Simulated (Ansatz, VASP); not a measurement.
RbBr in VASP and in Ansatz

The input INCAR:

```
SYSTEM = RbBr
  ALGO = Normal
  EDIFF = 1E-6
  ENCUT = 520
  GGA = PS
  ISIF = 2
  ISMEAR = 0
  LASPH = .True.
  LCHARG = .True.
  LELF = .True.
  LREAL = .False.
  LVHAR = .True.
  LWAVE = .False.
  NBANDS = 15
  NELM = 60
  PREC = Accurate
  SIGMA = 0.01
```

The input KPOINTS:

```
k-points
0
Gamma
  6 6 6
  0 0 0
```

POSCAR

```
RbBr
1.0
    0.0000000000      3.4270000000      3.4270000000
    3.4270000000      0.0000000000      3.4270000000
    3.4270000000      3.4270000000      0.0000000000
Rb Br
1 1
Direct
    0.0000000000      0.0000000000      0.0000000000
    0.5000000000      0.5000000000      0.5000000000
```

Input for Ansatz:

```yaml
crystal:
  lattice:
    - [0.0, 3.427, 3.427]
    - [3.427, 0.0, 3.427]
    - [3.427, 3.427, 0.0]
  atoms:
    - { symbol: Rb, position: [0.0, 0.0, 0.0] }
    - { symbol: Br, position: [0.5, 0.5, 0.5] }
kpoints:
  mp_grid:
    grid: [6, 6, 6]
hamiltonian:
  xc: pbesol
  pseudopotentials:
    kind: paw
scf:
  occupations:
    method: fixed
output:
  forces: true
  stress: true
  eigenvalues: true
```

Alike in both runs: task single point; functional PBEsol; k mesh 6 × 6 × 6; no spin polarisation.

|  | VASP | Ansatz |
| --- | --- | --- |
| version | VASP 6.6.1 | Ansatz 0.2.0 |
| potentials or method | VASP PAW PBE potentials, release 64 (Rb_sv, Br) | plane waves, PAW |
| plane-wave cutoff (eV) | 520 | 420 |
| occupations | gaussian, width 0.01 eV | fixed |
| valence electrons in the cell | 16 | 16 |

```tsv
	VASP	Ansatz	Ansatz less VASP
gap on the k mesh at the Fermi level (eV)	4.21	4.21	+0.003
pressure (GPa)	0.0	-0.1	-0.03
```

VASP's potentials were made for PBE, not for PBEsol.
